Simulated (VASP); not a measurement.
Set up this calculation in VASP 6.6.1, as the native input.

```
Task                   : single point
Functional             : PBEsol
Potentials or basis    : VASP PAW PBE potentials, release 64 (Na_pv)
Cutoff                 : 520 eV
k mesh                 : 11 × 11 × 6
Occupations            : fermi-dirac, width 0.1 eV
Spin                   : no spin polarisation
Dipole correction      : no
Further INCAR settings : ALGO = Normal; EDIFF = 1e-06; NBANDS = 14
```

The structure of Na lies in POSCAR:

```
Na
1.0
    3.8632902157      0.0000000000      0.0000000000
   -1.9316451079      3.3457074690      0.0000000000
    0.0000000000      0.0000000000      6.3086005237
Na
2
Direct
    0.3333333333      0.6666666667      0.2500000000
    0.6666666667      0.3333333333      0.7500000000
```

This cell differs from its parent crystal: volume scaled by 1.12.

These files were run (other wordings do the same):

INCAR

```
SYSTEM = Na
ALGO = Normal
EDIFF = 1E-6
ENCUT = 520
GGA = PS
ISIF = 2
ISMEAR = -1
LASPH = .TRUE.
LCHARG = .FALSE.
LREAL = .FALSE.
LWAVE = .FALSE.
NBANDS = 14
NELM = 100
PREC = Accurate
SIGMA = 0.1
```

KPOINTS

```
k-points
0
G
  11 11 6
  0 0 0
```

Potentials or basis: VASP PAW PBE potentials, release 64 (Na_pv).

Launch:

```console
$ cat potpaw_PBE.64/Na_pv/POTCAR > POTCAR
$ mpirun -np 1 vasp_std > vasp.out
```

Results of the run:

| Item | Value |
| --- | --- |
| Pressure | -0.7 GPa |
| Band gap on the k mesh | zero (band 7 reaches 1.74 eV, above the bottom of band 8 at -2.07 eV) |

Caveat: the PAW data sets were made with another functional, which shifts forces and pressure a little.

Wall time 51 s on 1 thread of AMD EPYC 7R13 (shared host), peak memory 0.18 GiB.
